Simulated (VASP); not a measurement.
TiO2:

```
Ti O
1.0
     4.75170    0.00000    0.00000
     0.00000    4.75170    0.00000
     0.00000    0.00000    2.72680
Ti O
2 4
Direct
  0.00000 0.00000 0.00000
  0.50000 0.50000 0.50000
  0.30510 0.30510 0.00000
  0.19490 0.80510 0.50000
  0.69490 0.69490 0.00000
  0.80510 0.19490 0.50000
```

Base run:

- Program: VASP 6.6.1
- Functional: PBE
- Potentials or basis: VASP PAW PBE potentials, release 64 (Ti_sv, O)
- Cutoff: 520 eV
- k mesh: 6 × 6 × 10
- Occupations: gaussian, width 0.05 eV
- Spin: no spin polarisation

Its results: band gap on the k mesh 2.06 eV, indirect (least direct gap 2.07 eV); pressure 16.7 GPa; largest force 0.486 eV/Å.

The run is repeated on the same cell with these changes: potentials or basis from VASP PAW PBE potentials, release 64 (Ti_sv, O) to VASP PAW PBE potentials, release 64 (Ti_sv, O_h); cutoff from 520 eV to 910 eV. What comes out?

Band gap on the k mesh 2.07 eV, indirect (least direct gap 2.08 eV); pressure 16.1 GPa; largest force 0.466 eV/Å.

Caveats: the cutoff is under 1.25 times the usual one of these potentials, so pressure, stress and relaxed cells hold a basis-set (Pulay) error (some runs).

A k mesh can miss the band edges.
